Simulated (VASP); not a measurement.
# HfSi15 (a cell with a defect) in VASP: further runs

The runs below take HfSi15 (a cell with a defect) through single point, with PBE.

All numbers are computed with VASP 6.6.1; they aren't measurements. Logs are shortened: lines on timing, memory, paths and dates and some standing lists are left out, and cuts for length are marked.

## 1. The cell of the first run

The cell holds a defect, 16 atoms: a = 7.736 Å, b = 7.736 Å, c = 7.736 Å, α = 60.00°, β = 60.00°, γ = 60.00°.

## 2. Single point, PBE

INCAR reads:

```
SYSTEM = HfSi15
ALGO = Normal
EDIFF = 1E-6
ENCUT = 520
GGA = PE
ISIF = 2
ISMEAR = 0
LASPH = .TRUE.
LCHARG = .TRUE.
LELF = .TRUE.
LREAL = Auto
LVHAR = .TRUE.
LWAVE = .FALSE.
NBANDS = 49
NELM = 60
PREC = Accurate
SIGMA = 0.01
```

KPOINTS reads:

```
k-points
0
G
  4 4 4
  0 0 0
```

POSCAR reads:

```
HfSi15
1.0
    0.0000000000      5.4700936590     -5.4700936590
    5.4700936590      5.4700936590      0.0000000000
    5.4700936590      0.0000000000     -5.4700936590
Hf Si
1 15
Direct
    0.3750000000      0.3750000000      0.3750000000
    0.3732012532      0.8767987468      0.3732012532
    0.8767987468      0.3732012532      0.3732012532
    0.8767987468      0.8767987468      0.3732012532
    0.3732012532      0.3732012532      0.8767987468
    0.3732012532      0.8767987468      0.8767987468
    0.8767987468      0.3732012532      0.8767987468
    0.8750000000      0.8750000000      0.8750000000
    0.5087224236      0.5087224236     -0.0261672708
    0.5013342807     -0.0004447602     -0.0004447602
    0.9995552398      0.5013342807     -0.0004447602
    0.9995552398     -0.0004447602     -0.0004447602
    0.5087224236      0.5087224236      0.5087224236
    0.5087224236     -0.0261672708      0.5087224236
    0.9738327292      0.5087224236      0.5087224236
    0.9995552398     -0.0004447602      0.5013342807
```

Potentials or basis: VASP PAW PBE potentials, release 64 (Hf_pv, Si).

The run is started by

```console
cat potpaw_PBE.64/Hf_pv/POTCAR potpaw_PBE.64/Si/POTCAR > POTCAR
mpirun -np 1 vasp_std > vasp.out
```

OUTCAR:

```text
SYSTEM = HfSi15
   EDIFF = 1E-6
   ENCUT = 520
   GGA = PE
   ISIF = 2
   ISMEAR = 0
   LASPH = .TRUE.
   LREAL = Auto
   NELM = 60
   PREC = Accurate

 ion  position               nearest neighbor table
   1  0.375  0.375  0.375-  13 2.53   9 2.53  14 2.53  15 2.53
   2  0.373  0.877  0.373-  14 2.33  13 2.33  10 2.36  16 2.36
   3  0.877  0.373  0.373-  15 2.33  13 2.33  11 2.36  16 2.36
   4  0.877  0.877  0.373-  14 2.33  15 2.33  12 2.36  16 2.36
   5  0.373  0.373  0.877-   9 2.33  13 2.33  11 2.36  10 2.36
   6  0.373  0.877  0.877-   9 2.33  14 2.33  12 2.36  10 2.36
[... 8 lines left out ...]
  15  0.974  0.509  0.509-   3 2.33   4 2.33   7 2.33   1 2.53
  16  1.000  1.000  0.501-   2 2.36   3 2.36   4 2.36   8 2.36

  LATTYP: Found a face centered cubic cell.
 ALAT       =    10.9401873180

  Lattice vectors:

 A1 = (   0.0000000000,   5.4700936590,  -5.4700936590)
 A2 = (   5.4700936590,   5.4700936590,   0.0000000000)
 A3 = (   5.4700936590,   0.0000000000,  -5.4700936590)

Analysis of symmetry for initial positions (statically):
=====================================================================
 Subroutine PRICEL returns:
 Original cell was already a primitive cell.

 Routine SETGRP: Setting up the symmetry group for a
 face centered cubic supercell.

 Subroutine GETGRP returns: Found 24 space group operations
 (whereof  6 operations were pure point group operations)
 out of a pool of 48 trial point group operations.

The static configuration has the point symmetry C_3v.
 The point group associated with its full space group is T_d .

Analysis of symmetry for dynamics (positions and initial velocities):
=====================================================================
 Subroutine PRICEL returns:
 Original cell was already a primitive cell.

 Routine SETGRP: Setting up the symmetry group for a
 face centered cubic supercell.

 Subroutine GETGRP returns: Found 24 space group operations
 (whereof  6 operations were pure point group operations)
 out of a pool of 48 trial point group operations.

The dynamic configuration has the point symmetry C_3v.
 The point group associated with its full space group is T_d .

 Subroutine INISYM returns: Found 24 space group operations
 (whereof  6 operations are pure point group operations),
 and found     1 'primitive' translations

----------------------------------------------------------------------------------------

                                     Primitive cell

  volume of cell :     327.3515

  direct lattice vectors                    reciprocal lattice vectors
     0.000000000  5.470093659 -5.470093659    -0.091406113  0.091406113 -0.091406113
     5.470093659  5.470093659  0.000000000     0.091406113  0.091406113  0.091406113
     5.470093659  0.000000000 -5.470093659     0.091406113 -0.091406113 -0.091406113

  length of vectors
     7.735880640  7.735880640  7.735880640     0.158320032  0.158320032  0.158320032

  position of ions in fractional coordinates (direct lattice)
     0.375000000  0.375000000  0.375000000
     0.373201253  0.876798747  0.373201253
     0.876798747  0.373201253  0.373201253
     0.876798747  0.876798747  0.373201253
     0.373201253  0.373201253  0.876798747
     0.373201253  0.876798747  0.876798747
[... 8 lines left out ...]
     0.973832729  0.508722424  0.508722424
     0.999555240  0.999555240  0.501334281

  ion indices of the primitive-cell ions
   primitive index   ion index
                 1           1
                 2           2
                 3           3
                 4           4
                 5           5
                 6           6
[... 8 lines left out ...]
                15          15
                16          16

----------------------------------------------------------------------------------------

 KPOINTS: k-points

Automatic generation of k-mesh.
 Grid dimensions read from file:
 generate k-points for:    4    4    4

 Generating k-lattice:

  Cartesian coordinates                     Fractional coordinates (reciprocal lattice)
    -0.022851528  0.022851528 -0.022851528     0.250000000  0.000000000  0.000000000
     0.022851528  0.022851528  0.022851528     0.000000000  0.250000000  0.000000000
     0.022851528 -0.022851528 -0.022851528     0.000000000  0.000000000  0.250000000

  Length of vectors
     0.039580008  0.039580008  0.039580008

  Shift w.r.t. Gamma in fractional coordinates (k-lattice)
     0.000000000  0.000000000  0.000000000

 Subroutine IBZKPT returns following result:
 ===========================================

 Found      8 irreducible k-points:

 Following reciprocal coordinates:
            Coordinates               Weight
  0.000000  0.000000  0.000000      1.000000
  0.250000  0.000000  0.000000      8.000000
  0.500000  0.000000  0.000000      4.000000
  0.250000  0.250000  0.000000      6.000000
  0.500000  0.250000  0.000000     24.000000
 -0.250000  0.250000  0.000000     12.000000
  0.500000  0.500000  0.000000      3.000000
 -0.250000  0.500000  0.250000      6.000000
   k-points           NKPTS =      8   k-points in BZ     NKDIM =      8   number of bands    NBANDS=     49
   number of dos      NEDOS =    301   number of ions     NIONS =     16
   total plane-waves  NPLWV = 216000
   dimension x,y,z NGX =    60 NGY =   60 NGZ =   60
   dimension x,y,z NGXF=   120 NGYF=  120 NGZF=  120
   ions per type =               1  15
   NGX,Y,Z   is equivalent  to a cutoff of  12.89, 12.89, 12.89 a.u.
   NGXF,Y,Z  is equivalent  to a cutoff of  25.79, 25.79, 25.79 a.u.
 SYSTEM =  HfSi15
   PREC   = accura    normal or accurate (medium, high low for compatibility)
   ISTART =      0    job   : 0-new  1-cont  2-samecut
   ICHARG =      2    charge: 1-file 2-atom 10-const
   ISPIN  =      1    spin polarized calculation?
   LNONCOLLINEAR =      F non collinear calculations
   LSORBIT =      F    spin-orbit coupling
   LASPH  =      T    aspherical Exc in radial PAW
   ENCUT  =  520.0 eV  38.22 Ry    6.18 a.u.  14.38 14.38 14.38*2*pi/ulx,y,z
   NELM   =     60;   NELMIN=  2; NELMDL= -5     # of ELM steps
   EDIFF  = 0.1E-05   stopping-criterion for ELM
   LREAL  =      T    real-space projection
   EDIFFG = 0.1E-04   stopping-criterion for IOM
   NSW    =      0    number of steps for IOM
   IBRION =     -1    ionic relax: 0-MD 1-quasi-New 2-CG
   NFREE  =      0    steps in history (QN), initial steepest desc. (CG)
   ISIF   =      2    stress and relaxation
   ISYM   =      2    0-nonsym 1-usesym 2-fastsym
   POTIM  = 0.5000    time-step for ionic-motion
   TEBEG  =    0.0;   TEEND  =   0.0 temperature during run
   PSTRESS=    0.0 pullay stress
   NELECT =      70.0000    total number of electrons
   NUPDOWN=      -1.0000    fix difference up-down
   EMIN   =  10.00;   EMAX   =-10.00  energy-range for DOS
   EFERMI =   0.00;   METHOD = LEGACY
   ISMEAR =     0;   SIGMA  =   0.01  broadening in eV -4-tet -1-fermi 0-gaus
   EFERMI_NEDOS =   21; number of points for ismear=-14 and -15
   IALGO  =     38    algorithm
   IMIX   =      4    mixing-type and parameters
     AMIX     =   0.40;   BMIX     =  1.00
     AMIX_MAG =   1.60;   BMIX_MAG =  1.00
  volume/ion in A,a.u.               =      20.46       138.07
  Fermi-wavevector in a.u.,A,eV,Ry     =   0.978970  1.849985 13.039584  0.958382
  Thomas-Fermi vector in A             =   2.109787
   LORBIT       =      0    0 simple, 1 ext, 2 COOP (PROOUT), +10 PAW based schemes
   GGA     = PE    functional components
   LHFCALC =     F    Hartree Fock is set to
   AEXX    =    0.0000 exact exchange contribution
   IVDW    =     0    specifies the selected vdW correction
   LEPSILON=     F    determine dielectric tensor
   LRPA    =     F    only Hartree local field effects (RPA)
 non-spin polarized calculation
 Gauss-broadening in eV      SIGMA  =   0.01
  energy-cutoff  :      520.00
  volume of cell :      327.35
 maximum number of plane-waves:      8836
 NGX is ok and might be reduce to    60
   NGX = 29   NGY = 29   NGZ = 29

 number of electron      70.0000005 magnetization

 Free energy of the ion-electron system (eV)
  ---------------------------------------------------
  ext. energy  EPLUGINS =         0.00000000
  ---------------------------------------------------
  free energy    TOTEN  =       -88.51380565 eV

  energy without entropy =      -88.51373241  energy(sigma->0) =      -88.51376903

 E-fermi :   5.6813     XC(G=0):  -9.4713

 val. band max:        5.6648176626   @ k =   0.5000   0.5000   0.0000
 cond. band min:       5.6942305710   @ k =   0.0000   0.0000   0.0000
 fundamental gap:      0.0294129083
 Fermi energy:         5.6812707321

 k-point     1 :       0.0000    0.0000    0.0000
  band No.  band energies     occupation
      1     -24.6797      2.00000
      2     -24.6797      2.00000
      3     -24.6797      2.00000
      4      -6.2186      2.00000
      5      -4.0653      2.00000
      6      -4.0653      2.00000
[... 39 lines left out ...]
     46       7.7755      0.00000
     47       7.8642      0.00000

 k-point     2 :       0.2500    0.0000    0.0000
  band No.  band energies     occupation
      1     -24.6797      2.00000
      2     -24.6797      2.00000
      3     -24.6797      2.00000
      4      -6.0244      2.00000
      5      -4.5977      2.00000
      6      -3.9689      2.00000
[... 39 lines left out ...]
     46       8.2825      0.00000
     47       8.2825      0.00000

 k-point     3 :       0.5000    0.0000    0.0000
  band No.  band energies     occupation
      1     -24.6797      2.00000
      2     -24.6797      2.00000
      3     -24.6797      2.00000
      4      -5.5682      2.00000
      5      -5.3150      2.00000
      6      -3.7258      2.00000
[... 39 lines left out ...]
     46       8.8009      0.00000
     47       8.8009      0.00000

 k-point     4 :       0.2500    0.2500    0.0000
  band No.  band energies     occupation
      1     -24.6797      2.00000
      2     -24.6797      2.00000
      3     -24.6797      2.00000
      4      -5.9585      2.00000
      5      -4.2679      2.00000
      6      -4.1814      2.00000
[... 39 lines left out ...]
     46       8.1543      0.00000
     47       8.3813      0.00000

 k-point     5 :       0.5000    0.2500    0.0000
  band No.  band energies     occupation
      1     -24.6797      2.00000
      2     -24.6797      2.00000
      3     -24.6797      2.00000
      4      -5.5304      2.00000
      5      -5.0142      2.00000
      6      -4.5023      2.00000
[... 39 lines left out ...]
     46       8.6144      0.00000
     47       8.8864      0.00000

 k-point     6 :      -0.2500    0.2500    0.0000
  band No.  band energies     occupation
      1     -24.6797      2.00000
      2     -24.6797      2.00000
      3     -24.6797      2.00000
      4      -5.7106      2.00000
      5      -4.8270      2.00000
      6      -4.5808      2.00000
[... 39 lines left out ...]
     46       8.4245      0.00000
     47       8.5432      0.00000

 k-point     7 :       0.5000    0.5000    0.0000
  band No.  band energies     occupation
      1     -24.6797      2.00000
      2     -24.6797      2.00000
      3     -24.6797      2.00000
      4      -5.2850      2.00000
      5      -5.1059      2.00000
      6      -4.4194      2.00000
[... 39 lines left out ...]
     46       8.3261      0.00000
     47       9.9146      0.00000

 k-point     8 :      -0.2500    0.5000    0.2500
  band No.  band energies     occupation
      1     -24.6797      2.00000
      2     -24.6797      2.00000
      3     -24.6797      2.00000
      4      -5.0575      2.00000
      5      -5.0538      2.00000
      6      -5.0393      2.00000
[... 39 lines left out ...]
     46       8.6116      0.00000
     47       8.7988      0.00000
 [bands above 47 left out]

------------------------ aborting loop because EDIFF is reached ----------------------------------------

  FORCE on cell =-STRESS in cart. coord.  units (eV):
  Direction    XX          YY          ZZ          XY          YZ          ZX
  --------------------------------------------------------------------------------------
  -------------------------------------------------------------------------------------
  Total        8.0790697      8.0790697      8.0790697     -0.0000000     -0.0000000      0.0000000
  in kB       39.5419112     39.5419112     39.5419112     -0.0000000     -0.0000000      0.0000000
  external PRESSURE =      39.5419112 kB  Pullay stress =       0.0000000 kB

 VOLUME and BASIS-vectors are now :
 -----------------------------------------------------------------------------
  energy-cutoff  :      520.00
  volume of cell :      327.35
      direct lattice vectors                 reciprocal lattice vectors
     0.000000000  5.470093659 -5.470093659    -0.091406113  0.091406113 -0.091406113
     5.470093659  5.470093659  0.000000000     0.091406113  0.091406113  0.091406113
     5.470093659  0.000000000 -5.470093659     0.091406113 -0.091406113 -0.091406113

 POSITION                                       TOTAL-FORCE (eV/Angst)
 -----------------------------------------------------------------------------------
      4.10257      4.10257     -4.10257        -0.000000      0.000000     -0.000000
      6.83762      6.83762     -4.08289         0.000000      0.000000     -0.022137
      4.08289      6.83762     -6.83762         0.022137      0.000000     -0.000000
      6.83762      9.59234     -6.83762         0.000000     -0.022137     -0.000000
      6.83762      4.08289     -6.83762         0.000000      0.022137     -0.000000
      9.59234      6.83762     -6.83762        -0.022137      0.000000     -0.000000
[... 8 lines left out ...]
      5.56552      8.10972     -8.10972         0.012389     -0.012389      0.012389
      8.21001     10.93532     -8.21001         0.003899     -0.003899     -0.003899
 -----------------------------------------------------------------------------------
    total drift:                               -0.000000     -0.000000      0.000000

  FREE ENERGIE OF THE ION-ELECTRON SYSTEM (eV)
  ---------------------------------------------------
  free  energy   TOTEN  =       -88.5138056526 eV

  energy  without entropy=      -88.5137324098  energy(sigma->0) =      -88.51376903
```

Run time: 4.7 min. Hardware: 1 thread of Intel Xeon Platinum 8488C (Sapphire Rapids), shared host; peak memory 0.49 GiB.

What came out:

- Free energy: -88.5138 eV
- Pressure: 4.0 GPa
- Largest force: 0.022 eV/Å
- Band gap on the k mesh: 0.03 eV

Forces on the atoms (eV/Å):
```
Hf   0.000  0.000  0.000
Si   0.000  0.000 -0.022
Si   0.022  0.000  0.000
Si   0.000 -0.022  0.000
Si   0.000  0.022  0.000
Si  -0.022  0.000  0.000
Si   0.000  0.000  0.022
Si   0.000  0.000  0.000
Si  -0.012  0.012  0.012
Si  -0.004  0.004 -0.004
Si   0.004  0.004  0.004
Si  -0.004 -0.004  0.004
Si   0.012  0.012 -0.012
Si  -0.012 -0.012 -0.012
Si   0.012 -0.012  0.012
Si   0.004 -0.004 -0.004
```

Caveat: spin-orbit coupling is left out, which moves the levels of the heavy elements.

[end of part 1 of 2]
